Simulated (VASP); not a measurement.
La2AsI2, 5 atoms in the cell. It takes space group P-3m1 (No. 164, trigonal). Conventional cell: a = 4.339 Å, b = 4.339 Å, c = 10.971 Å, α = 90.00°, β = 90.00°, γ = 120.00°. As (site symmetry -3m) has 6 La at 3.00 Å within 4.0 Å. Within 4.3 Å of I (site symmetry 3m) lie 3 La at 3.25 Å. La (site symmetry 3m) has 3 As at 3.00 Å and 3 I at 3.25 Å within 4.0 Å. 

| Quantity | Value |
| --- | --- |
| Program | VASP 6.6.1 |
| Task | single point |
| Functional | PBEsol |
| Potentials or basis | VASP PAW PBE potentials, release 64 (As, I, La) |
| Cutoff | 520 eV |
| k mesh | 9 × 9 × 4 |
| Occupations | gaussian, width 0.05 eV |
| Spin | no spin polarisation |
| Dipole correction | no |
| Further INCAR settings | ALGO = Normal; EDIFF = 1e-06; NBANDS = 28 |

Potentials or basis: VASP PAW PBE potentials, release 64 (As, I, La).

Command:

```bash
$ cat potpaw_PBE.64/As/POTCAR potpaw_PBE.64/I/POTCAR potpaw_PBE.64/La/POTCAR > POTCAR
$ mpirun -np 1 vasp_std > vasp.out
```

Hardware: 1 thread of Oxide Virtual Turin-like Processor, with other jobs on the host.

How long does it take, and how much memory?

It took 5.9 min on 1 thread of Oxide Virtual Turin-like Processor, on a shared host, peak memory 0.42 GiB. Counts: scf iterations 17, k points 43.
